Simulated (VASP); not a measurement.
# ZnS (I-4m2) in VASP: notebook

Runs on ZnS. Level: r2SCAN. Tasks: single point.

Program: VASP 6.6.1. These are calculated values, not measurements. Logs are shortened: lines on timing, memory, paths and dates and some standing lists are left out, and cuts for length are marked.

## (1) The cell of the first run

The structure is tetragonal, space group I-4m2 (No. 119). Conventional cell: a = 3.825 Å, b = 3.825 Å, c = 4.868 Å, α = 90.00°, β = 90.00°, γ = 90.00°. Zn (site symmetry -4m2) has 4 S at 2.27 Å within 3.0 Å. Within 3.0 Å of S (site symmetry -4m2) lie 4 Zn at 2.27 Å.

## (2) Single point, r2SCAN (strain -0.1000 x Voigt [1, 0, 0, 0, 0, 0])

The input, POSCAR:

```
ZnS
1.0
    0.0000000000      2.7046500000      2.7046500000
    2.4341850000      0.0000000000      2.7046500000
    2.4341850000      2.7046500000      0.0000000000
Zn S
1 1
Direct
    0.0000000000      0.0000000000      0.0000000000
    0.7500000000      0.7500000000      0.7500000000
```

The input, INCAR.step1:

```
SYSTEM = ZnS
PREC = Accurate
ENCUT = 520
ISMEAR = 0
SIGMA = 0.05
LREAL = .FALSE.
LASPH = .TRUE.
NELM = 100
NBANDS = 16
GGA = PE
ALGO = Normal
EDIFF = 1E-4
LWAVE = .TRUE.
LCHARG = .FALSE.
```

The input, INCAR.step2:

```
SYSTEM = ZnS
PREC = Accurate
ENCUT = 520
EDIFF = 1E-6
ISMEAR = 0
SIGMA = 0.05
LREAL = .FALSE.
LASPH = .TRUE.
NELM = 100
ALGO = Normal
ISIF = 2
LWAVE = .FALSE.
LCHARG = .FALSE.
METAGGA = R2SCAN
LMIXTAU = .TRUE.
NBANDS = 16
ISTART = 1
```

The input, KPOINTS:

```
regular mesh
0
G
  8 8 8
  0 0 0
```

Potentials or basis: VASP PAW PBE potentials, release 64 (Zn, S).

Command:

```
> cat potpaw_PBE.64/Zn/POTCAR potpaw_PBE.64/S/POTCAR > POTCAR
> cp INCAR.step1 INCAR
> mpirun -np 1 vasp_std > vasp.out
> cp INCAR.step2 INCAR
> mpirun -np 1 vasp_std > vasp.out
```

OUTCAR:

```text
SYSTEM = ZnS
   PREC = Accurate
   ENCUT = 520
   EDIFF = 1E-6
   ISMEAR = 0
   LREAL = .FALSE.
   LASPH = .TRUE.
   NELM = 100
   ISIF = 2
   METAGGA = R2SCAN
   ISTART = 1

 ion  position               nearest neighbor table
   1  0.000  0.000  0.000-   2 2.27   2 2.27   2 2.27   2 2.27
   2  0.750  0.750  0.750-   1 2.27   1 2.27   1 2.27   1 2.27

  LATTYP: Found a body centered tetragonal cell.
 ALAT       =     3.8249527115
 C/A-ratio  =     1.2727922061

  Lattice vectors:

 A1 = (  -2.4341850000,   0.0000000000,  -2.7046500000)
 A2 = (  -2.4341850000,   0.0000000000,   2.7046500000)
 A3 = (   2.4341850000,   2.7046500000,   0.0000000000)

Analysis of symmetry for initial positions (statically):
=====================================================================
 Subroutine PRICEL returns:
 Original cell was already a primitive cell.

 Routine SETGRP: Setting up the symmetry group for a
 body centered tetragonal supercell.

 Subroutine GETGRP returns: Found  8 space group operations
 (whereof  8 operations were pure point group operations)
 out of a pool of 16 trial point group operations.

The static configuration has the point symmetry D_2d.

Analysis of symmetry for dynamics (positions and initial velocities):
=====================================================================
 Subroutine PRICEL returns:
 Original cell was already a primitive cell.

 Routine SETGRP: Setting up the symmetry group for a
 body centered tetragonal supercell.

 Subroutine GETGRP returns: Found  8 space group operations
 (whereof  8 operations were pure point group operations)
 out of a pool of 16 trial point group operations.

The dynamic configuration has the point symmetry D_2d.

 Subroutine INISYM returns: Found  8 space group operations
 (whereof  8 operations are pure point group operations),
 and found     1 'primitive' translations

----------------------------------------------------------------------------------------

                                     Primitive cell

  volume of cell :      35.6128

  direct lattice vectors                    reciprocal lattice vectors
     0.000000000  2.704650000  2.704650000    -0.205407559  0.184866803  0.184866803
     2.434185000  0.000000000  2.704650000     0.205407559 -0.184866803  0.184866803
     2.434185000  2.704650000  0.000000000     0.205407559  0.184866803 -0.184866803

  length of vectors
     3.824952711  3.638734428  3.638734428     0.332481181  0.332481181  0.332481181

  position of ions in fractional coordinates (direct lattice)
     0.000000000  0.000000000  0.000000000
     0.750000000  0.750000000  0.750000000

  ion indices of the primitive-cell ions
   primitive index   ion index
                 1           1
                 2           2

----------------------------------------------------------------------------------------

 KPOINTS: regular mesh

Automatic generation of k-mesh.
 Grid dimensions read from file:
 generate k-points for:    8    8    8

 Generating k-lattice:

  Cartesian coordinates                     Fractional coordinates (reciprocal lattice)
    -0.025675945  0.023108350  0.023108350     0.125000000  0.000000000  0.000000000
     0.025675945 -0.023108350  0.023108350     0.000000000  0.125000000  0.000000000
     0.025675945  0.023108350 -0.023108350     0.000000000  0.000000000  0.125000000

  Length of vectors
     0.041560148  0.041560148  0.041560148

  Shift w.r.t. Gamma in fractional coordinates (k-lattice)
     0.000000000  0.000000000  0.000000000

 Subroutine IBZKPT returns following result:
 ===========================================

 Found     59 irreducible k-points:

 Following reciprocal coordinates:
            Coordinates               Weight
  0.000000  0.000000  0.000000      1.000000
  0.125000  0.000000  0.000000      8.000000
  0.250000  0.000000  0.000000      8.000000
  0.375000  0.000000  0.000000      8.000000
  0.500000  0.000000  0.000000      4.000000
  0.125000  0.125000  0.000000      4.000000
[... 16 lines left out ...]
  0.250000  0.125000  0.125000      4.000000
  0.375000  0.125000  0.125000      8.000000
 [... further k-points ...]
   k-points           NKPTS =     59   k-points in BZ     NKDIM =     59   number of bands    NBANDS=     16
   number of dos      NEDOS =    301   number of ions     NIONS =      2
   total plane-waves  NPLWV =  21952
   dimension x,y,z NGX =    28 NGY =   28 NGZ =   28
   dimension x,y,z NGXF=    56 NGYF=   56 NGZF=   56
   ions per type =               1   1
   NGX,Y,Z   is equivalent  to a cutoff of  12.17, 12.79, 12.79 a.u.
   NGXF,Y,Z  is equivalent  to a cutoff of  24.34, 25.59, 25.59 a.u.
 SYSTEM =  ZnS
   PREC   = accura    normal or accurate (medium, high low for compatibility)
   ISTART =      1    job   : 0-new  1-cont  2-samecut
   ICHARG =      0    charge: 1-file 2-atom 10-const
   ISPIN  =      1    spin polarized calculation?
   LNONCOLLINEAR =      F non collinear calculations
   LSORBIT =      F    spin-orbit coupling
   LASPH  =      T    aspherical Exc in radial PAW
   ENCUT  =  520.0 eV  38.22 Ry    6.18 a.u.   7.11  6.77  6.77*2*pi/ulx,y,z
   NELM   =    100;   NELMIN=  2; NELMDL=  0     # of ELM steps
   EDIFF  = 0.1E-05   stopping-criterion for ELM
   LREAL  =      F    real-space projection
   EDIFFG = 0.1E-04   stopping-criterion for IOM
   NSW    =      0    number of steps for IOM
   IBRION =     -1    ionic relax: 0-MD 1-quasi-New 2-CG
   NFREE  =      0    steps in history (QN), initial steepest desc. (CG)
   ISIF   =      2    stress and relaxation
   ISYM   =      2    0-nonsym 1-usesym 2-fastsym
   POTIM  = 0.5000    time-step for ionic-motion
   TEBEG  =    0.0;   TEEND  =   0.0 temperature during run
   PSTRESS=    0.0 pullay stress
   NELECT =      18.0000    total number of electrons
   NUPDOWN=      -1.0000    fix difference up-down
   EMIN   =  10.00;   EMAX   =-10.00  energy-range for DOS
   EFERMI =   0.00;   METHOD = LEGACY
   ISMEAR =     0;   SIGMA  =   0.05  broadening in eV -4-tet -1-fermi 0-gaus
   EFERMI_NEDOS =   21; number of points for ismear=-14 and -15
   IALGO  =     38    algorithm
   IMIX   =      4    mixing-type and parameters
     AMIX     =   0.40;   BMIX     =  1.00
     AMIX_MAG =   1.60;   BMIX_MAG =  1.00
  volume/ion in A,a.u.               =      17.81       120.16
  Fermi-wavevector in a.u.,A,eV,Ry     =   1.304059  2.464313 23.137642  1.700569
  Thomas-Fermi vector in A             =   2.435019
   LORBIT       =      0    0 simple, 1 ext, 2 COOP (PROOUT), +10 PAW based schemes
   METAGGA = R2SCAN    functional components
   LHFCALC =     F    Hartree Fock is set to
   AEXX    =    0.0000 exact exchange contribution
   IVDW    =     0    specifies the selected vdW correction
   LEPSILON=     F    determine dielectric tensor
   LRPA    =     F    only Hartree local field effects (RPA)
 non-spin polarized calculation
 Gauss-broadening in eV      SIGMA  =   0.05
  energy-cutoff  :      520.00
  volume of cell :       35.61
 maximum number of plane-waves:       969
   NGX = 15   NGY = 13   NGZ = 13

 number of electron      17.9999981 magnetization

 Free energy of the ion-electron system (eV)
  ---------------------------------------------------
  ext. energy  EPLUGINS =         0.00000000
  ---------------------------------------------------
  free energy    TOTEN  =       -18.74799378 eV

  energy without entropy =      -18.74799378  energy(sigma->0) =      -18.74799378

 E-fermi :   3.3219     XC(G=0): -10.8207

 val. band max:        3.0516997595   @ k =   0.0000   0.0000   0.0000
 cond. band min:       5.9692119841   @ k =   0.0000   0.5000   0.5000
 fundamental gap:      2.9175122246
 Fermi energy:         3.3219103488

 k-point     1 :       0.0000    0.0000    0.0000
  band No.  band energies     occupation
      1     -11.5937      2.00000
      2      -4.1159      2.00000
      3      -4.1159      2.00000
      4      -4.0581      2.00000
      5      -3.4568      2.00000
      6      -3.4123      2.00000
[... 8 lines left out ...]
     15      15.5857      0.00000
     16      16.2531      0.00000

 k-point     2 :       0.1250    0.0000    0.0000
  band No.  band energies     occupation
      1     -11.4506      2.00000
      2      -4.1181      2.00000
      3      -4.0935      2.00000
      4      -4.0346      2.00000
      5      -3.4543      2.00000
      6      -3.4178      2.00000
[... 8 lines left out ...]
     15      14.8808      0.00000
     16      16.9293      0.00000

 k-point     3 :       0.2500    0.0000    0.0000
  band No.  band energies     occupation
      1     -11.0731      2.00000
      2      -4.0953      2.00000
      3      -4.0474      2.00000
      4      -3.9649      2.00000
      5      -3.4353      2.00000
      6      -3.4243      2.00000
[... 8 lines left out ...]
     15      14.3873      0.00000
     16      16.5282      0.00000

 k-point     4 :       0.3750    0.0000    0.0000
  band No.  band energies     occupation
      1     -10.6366      2.00000
      2      -4.0156      2.00000
      3      -3.9550      2.00000
      4      -3.8461      2.00000
      5      -3.4140      2.00000
      6      -3.3940      2.00000
[... 8 lines left out ...]
     15      16.0218      0.00000
     16      16.3471      0.00000
[... 324 lines left out ...]
 k-point    22 :       0.0000    0.1250    0.1250
  band No.  band energies     occupation
      1     -11.3795      2.00000
      2      -4.1009      2.00000
      3      -4.0741      2.00000
      4      -4.0741      2.00000
      5      -3.4359      2.00000
      6      -3.4286      2.00000
[... 8 lines left out ...]
     15      14.6162      0.00000
     16      17.9440      0.00000

 k-point    23 :       0.2500    0.1250    0.1250
  band No.  band energies     occupation
      1     -11.2485      2.00000
      2      -4.1117      2.00000
      3      -4.0635      2.00000
      4      -3.9740      2.00000
      5      -3.4670      2.00000
      6      -3.4168      2.00000
[... 8 lines left out ...]
     15      14.5838      0.00000
     16      18.1897      0.00000

 k-point    24 :       0.3750    0.1250    0.1250
  band No.  band energies     occupation
      1     -10.8519      2.00000
      2      -4.0258      2.00000
      3      -4.0099      2.00000
      4      -3.9105      2.00000
      5      -3.4540      2.00000
      6      -3.4202      2.00000
[... 8 lines left out ...]
     15      15.7396      0.00000
     16      18.1369      0.00000

 [... further k-points ...]
[... 5 lines left out ...]
  --------------------------------------------------------------------------------------
  -------------------------------------------------------------------------------------
  Total        2.3950008      1.7144024      1.7144024      0.0000000      0.0000000     -0.0000000
  in kB      107.7483221     77.1289880     77.1289880      0.0000000      0.0000000     -0.0000000
  external PRESSURE =      87.3354327 kB  Pullay stress =       0.0000000 kB

 VOLUME and BASIS-vectors are now :
 -----------------------------------------------------------------------------
  energy-cutoff  :      520.00
  volume of cell :       35.61
      direct lattice vectors                 reciprocal lattice vectors
     0.000000000  2.704650000  2.704650000    -0.205407559  0.184866803  0.184866803
     2.434185000  0.000000000  2.704650000     0.205407559 -0.184866803  0.184866803
     2.434185000  2.704650000  0.000000000     0.205407559  0.184866803 -0.184866803

 POSITION                                       TOTAL-FORCE (eV/Angst)
 -----------------------------------------------------------------------------------
      0.00000      0.00000      0.00000         0.000000     -0.000000     -0.000000
      3.65128      4.05697      4.05697        -0.000000      0.000000      0.000000
 -----------------------------------------------------------------------------------
    total drift:                               -0.000068     -0.000017     -0.000016

  FREE ENERGIE OF THE ION-ELECTRON SYSTEM (eV)
  ---------------------------------------------------
  free  energy   TOTEN  =       -18.7479937828 eV

  energy  without entropy=      -18.7479937828  energy(sigma->0) =      -18.74799378
```

Run time: 3.9 min. Hardware: 1 thread of Intel Xeon 8259CL, shared host; peak memory 0.18 GiB.

What came out:

```yaml
Free_energy: -18.7480 eV
Pressure: 8.7 GPa
Band_gap_on_the_k_mesh: 2.92 eV (least direct gap 2.94 eV)
```

Levels at points of the mesh, in eV from the valence-band top:
| k point | band 7 | band 8 | band 9 | band 10 | band 11 | band 12 |
| --- | --- | --- | --- | --- | --- | --- |
| (0.00, 0.00, 0.00) | -0.33 | -0.33 | 0.00 | 2.94 | 6.68 | 6.68 |
| (0.50, 0.00, 0.00) | -6.15 | -1.54 | -0.95 | 3.63 | 6.63 | 7.89 |
| (0.50, 0.50, 0.00) | -5.41 | -2.77 | -2.48 | 3.54 | 4.65 | 11.84 |
| (0.00, 0.50, 0.50) | -4.77 | -3.27 | -3.27 | 2.92 | 3.49 | 13.16 |

Caveat: the cell differs from its parent crystal (strain -0.1000 x Voigt [1, 0, 0, 0, 0, 0]); the cell stands under pressure; the PAW data sets were made with another functional, which shifts forces and pressure a little. A k mesh can miss the band edges.

## (3) Single point, r2SCAN (strain -0.0750 x Voigt [1, 0, 0, 0, 0, 0])

The input, POSCAR:

```
ZnS
1.0
    0.0000000000      2.7046500000      2.7046500000
    2.5018012500      0.0000000000      2.7046500000
    2.5018012500      2.7046500000      0.0000000000
Zn S
1 1
Direct
    0.0000000000      0.0000000000      0.0000000000
    0.7500000000      0.7500000000      0.7500000000
```

The input, INCAR.step1:

```
ALGO = Normal
EDIFF = 1E-4
ENCUT = 520
GGA = PE
ISMEAR = 0
LASPH = T
LCHARG = F
LREAL = F
LWAVE = T
NBANDS = 16
NELM = 100
PREC = Accurate
SIGMA = 0.05
```

The input, INCAR.step2:

```
ALGO = Normal
EDIFF = 1E-7
ENCUT = 520
ISIF = 2
ISMEAR = 0
ISTART = 1
LASPH = T
LCHARG = F
LMIXTAU = T
LREAL = F
LWAVE = F
METAGGA = R2SCAN
NBANDS = 16
NELM = 100
PREC = Accurate
SIGMA = 0.05
```

The input, KPOINTS:

```
k-points
0
Gamma
  8 8 8
```

Potentials or basis: VASP PAW PBE potentials, release 64 (Zn, S).

Command:

```
> cat potpaw_PBE.64/Zn/POTCAR potpaw_PBE.64/S/POTCAR > POTCAR
> cp INCAR.step1 INCAR
> mpirun -np 1 vasp_std > vasp.out
> cp INCAR.step2 INCAR
> mpirun -np 1 vasp_std > vasp.out
```

It took 4.5 min on 1 thread of Intel Xeon 8259CL, shared host; peak memory 0.18 GiB.

Results (log left out):

* Free energy: -18.8046 eV
* Pressure: 5.9 GPa
* Band gap on the k mesh: 2.86 eV

Stress tensor (GPa, compression positive):
```
7.61 0.00 0.00
0.00 5.04 0.00
0.00 0.00 5.04
```

Levels at points of the mesh, in eV from the valence-band top:
```tsv
k point	band 5	band 6	band 7	band 8	band 9	band 10	band 11	band 12	band 13	band 14
(0.00, 0.00, 0.00)	-6.36	-6.33	-0.25	-0.25	0.00	2.86	6.71	6.71	6.73	11.55
(0.50, 0.00, 0.00)	-6.29	-6.16	-6.00	-1.38	-0.94	3.70	6.82	7.70	9.60	12.99
(0.50, 0.50, 0.00)	-6.27	-6.15	-5.22	-2.66	-2.45	3.57	4.59	11.82	12.71	13.10
(0.00, 0.50, 0.50)	-6.24	-6.00	-4.75	-3.01	-3.01	3.12	3.75	12.84	13.06	13.06
```

Caveat: the cell differs from its parent crystal (strain -0.0750 x Voigt [1, 0, 0, 0, 0, 0]); the cell stands under pressure; the PAW data sets were made with another functional, which shifts forces and pressure a little.

## (4) Single point, r2SCAN (strain -0.0500 x Voigt [1, 0, 0, 0, 0, 0])

The input, POSCAR:

```
ZnS
1.0
    0.0000000000      2.7046500000      2.7046500000
    2.5694175000      0.0000000000      2.7046500000
    2.5694175000      2.7046500000      0.0000000000
Zn S
1 1
Direct
    0.0000000000      0.0000000000      0.0000000000
    0.7500000000      0.7500000000      0.7500000000
```

The input, INCAR.step1:

```
SYSTEM = ZnS
PREC = Accurate
ENCUT = 520
ISMEAR = 0
SIGMA = 0.05
LREAL = .FALSE.
LASPH = .TRUE.
NELM = 100
NBANDS = 16
GGA = PE
ALGO = Normal
EDIFF = 1E-4
LWAVE = .TRUE.
LCHARG = .FALSE.
```

The input, INCAR.step2:

```
SYSTEM = ZnS
PREC = Accurate
ENCUT = 520
EDIFF = 1E-7
ISMEAR = 0
SIGMA = 0.05
LREAL = .FALSE.
LASPH = .TRUE.
NELM = 100
ALGO = Normal
ISIF = 2
LWAVE = .FALSE.
LCHARG = .FALSE.
METAGGA = R2SCAN
LMIXTAU = .TRUE.
NBANDS = 16
ISTART = 1
```

The input, KPOINTS:

```
Automatic mesh
0
G
  8 8 8
  0 0 0
```

Command:

```
> cat potpaw_PBE.64/Zn/POTCAR potpaw_PBE.64/S/POTCAR > POTCAR
> cp INCAR.step1 INCAR
> mpirun -np 1 vasp_std > vasp.out
> cp INCAR.step2 INCAR
> mpirun -np 1 vasp_std > vasp.out
```

It took 3.7 min on 1 thread of Intel Xeon 8259CL, shared host; peak memory 0.19 GiB.

Results (log left out):

```yaml
Free_energy: -18.8423 eV
Pressure: 3.4 GPa
Band_gap_on_the_k_mesh: 2.78 eV
```

Stress tensor (GPa, compression positive):
```
4.70 0.00 0.00
0.00 2.77 0.00
0.00 0.00 2.77
```

Levels at points of the mesh, in eV from the valence-band top:
```
           k point  band 5  band 6  band 7  band 8  band 9  band 10  band 11  band 12  band 13  band 14
(0.00, 0.00, 0.00)   -6.22   -6.20   -0.17   -0.17    0.00     2.78     6.77     6.77     6.77    11.80
(0.50, 0.00, 0.00)   -6.16   -6.01   -5.82   -1.22   -0.93     3.76     7.02     7.55     9.52    12.96
(0.50, 0.50, 0.00)   -6.13   -6.01   -5.02   -2.53   -2.41     3.61     4.54    11.80    12.78    13.10
(0.00, 0.50, 0.50)   -6.11   -5.91   -4.71   -2.76   -2.76     3.32     4.00    12.45    12.97    12.97
```

Caveat: the cell differs from its parent crystal (strain -0.0500 x Voigt [1, 0, 0, 0, 0, 0]); the cell stands under pressure; the PAW data sets were made with another functional, which shifts forces and pressure a little.

## (5) Single point, r2SCAN (strain +0.0750 x Voigt [1, 0, 0, 0, 0, 0])

The input, POSCAR:

```
ZnS
1.0
    0.0000000000      2.7046500000      2.7046500000
    2.9074987500      0.0000000000      2.7046500000
    2.9074987500      2.7046500000      0.0000000000
Zn S
1 1
Direct
    0.0000000000      0.0000000000      0.0000000000
    0.7500000000      0.7500000000      0.7500000000
```

The input, INCAR.step1:

```
SYSTEM = ZnS
ALGO = Normal
EDIFF = 1E-4
ENCUT = 520
GGA = PE
ISMEAR = 0
LASPH = .TRUE.
LCHARG = .FALSE.
LREAL = .FALSE.
LWAVE = .TRUE.
NBANDS = 16
NELM = 60
PREC = Accurate
SIGMA = 0.05
```

The input, INCAR.step2:

```
SYSTEM = ZnS
ALGO = Normal
EDIFF = 1E-6
ENCUT = 520
ISIF = 2
ISMEAR = 0
ISTART = 1
LASPH = .TRUE.
LCHARG = .FALSE.
LMIXTAU = .TRUE.
LREAL = .FALSE.
LWAVE = .FALSE.
METAGGA = R2SCAN
NBANDS = 16
NELM = 60
PREC = Accurate
SIGMA = 0.05
```

The input, KPOINTS:

```
k-points
0
G
  8 8 8
  0 0 0
```

Command:

```
> cat potpaw_PBE.64/Zn/POTCAR potpaw_PBE.64/S/POTCAR > POTCAR
> cp INCAR.step1 INCAR
> mpirun -np 1 vasp_std > vasp.out
> cp INCAR.step2 INCAR
> mpirun -np 1 vasp_std > vasp.out
```

Wall time 3.6 min (1 thread of Intel Xeon 8259CL, shared host); peak memory 0.19 GiB.

Results (log left out):

```
Free energy            : -18.7810 eV
Pressure               : -5.5 GPa
Band gap on the k mesh : 2.21 eV
```

Stress tensor (GPa, compression positive):
```
-7.98  0.00  0.00
 0.00 -4.30  0.00
 0.00  0.00 -4.30
```

Levels at points of the mesh, in eV from the valence-band top:
```
           k point  band 5  band 6  band 7  band 8  band 9  band 10  band 11  band 12  band 13  band 14
(0.00, 0.00, 0.00)   -5.88   -5.87   -0.28    0.00    0.00     2.21     6.88     6.88     6.91    11.32
(0.50, 0.00, 0.00)   -5.84   -5.71   -4.97   -1.06   -0.67     3.49     7.14     7.66     9.03    12.32
(0.50, 0.50, 0.00)   -5.81   -5.66   -4.25   -2.27   -2.14     3.69     4.16    11.31    11.66    12.21
(0.00, 0.50, 0.50)   -5.82   -5.75   -4.68   -1.85   -1.85     4.05     4.85    10.57    12.28    12.28
```

Caveat: the cell differs from its parent crystal (strain +0.0750 x Voigt [1, 0, 0, 0, 0, 0]); the cell stands under tension; the PAW data sets were made with another functional, which shifts forces and pressure a little.

(Continued in part 2 of 2.)
